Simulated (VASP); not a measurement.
Input of a VASP 6.6.1 run:

Contents of INCAR:

```
SYSTEM = V
  PREC = Accurate
  ENCUT = 600
  EDIFF = 1E-6
  ISMEAR = -1
  SIGMA = 0.08
  LREAL = .False.
  LASPH = .True.
  NELM = 60
  ALGO = Normal
  ISIF = 4
  LWAVE = .False.
  LCHARG = .False.
  IBRION = 2
  NSW = 50
  EDIFFG = -0.005
```

The input KPOINTS:

```
Automatic mesh
0
Gamma
  18 18 10
  0 0 0
```

The input POSCAR:

```
V
1.0
    2.0141419109      0.0000000000      0.0000000000
   -1.0070709554      1.7442980616      0.0000000000
    0.0000000000      0.0000000000      3.6711224897
V
2
Direct
    0.3333333333      0.6666666667      0.2500000000
    0.6666666667      0.3333333333      0.7500000000
```

Potentials or basis: VASP PAW LDA potentials, release 64 (V_sv).

Command:

```console
$ cat potpaw_LDA.64/V_sv/POTCAR > POTCAR
$ mpirun -np 1 vasp_std > vasp.out
```

Task: Estimate the band gap on the k mesh.

Result: Zero (band 13 reaches 25.80 eV, above the bottom of band 14 at 21.33 eV).

The path:
```
step  energy change (eV)  largest force (eV/Å)  pressure (GPa)  volume (Å³)
   1              0.0000                0.0000          478.80        12.90
   2             -0.0045                0.0000          475.51        12.90
   3             -0.0088                0.0000          476.66        12.90
```
